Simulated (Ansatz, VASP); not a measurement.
**Two plane-wave programs on LiNbO3**

```
Li Nb O
1.0
     2.59495    1.49820    4.67222
    -2.59495    1.49820    4.67222
     0.00000   -2.99639    4.67222
Li Nb O
2 2 6
Cartesian
  0.0004 -0.0001 10.0685
  0.0001 0.0004 3.0602
  -0.0009 -0.0007 14.0131
  -0.0010 -0.0005 7.0048
  -0.9454 -1.2836 8.4533
  -0.6419 1.4576 8.4593
  1.5865 -0.1710 8.4592
  0.6451 -1.5370 6.1231
  1.0106 1.3212 6.1172
  -1.6536 0.2135 6.1232
```

Alike in both runs: task single point; functional r2SCAN; k mesh 7 × 7 × 7; occupations fermi-dirac, width 0.01 eV; no spin polarisation.

```csv
,VASP,Ansatz
version,VASP 6.6.1,Ansatz 0.2.0
potentials or method,"VASP PAW PBE potentials, release 64 (Li_sv, Nb_sv, O), cutoff 830 eV",plane-wave PAW DFT
valence electrons in the cell,68,68
```

|  | VASP | Ansatz | Ansatz less VASP |
| --- | --- | --- | --- |
| gap on the k mesh at the Fermi level (eV) | 3.94 | 3.95 | +0.009 |

VASP's potentials were made for PBE, not for r2SCAN.
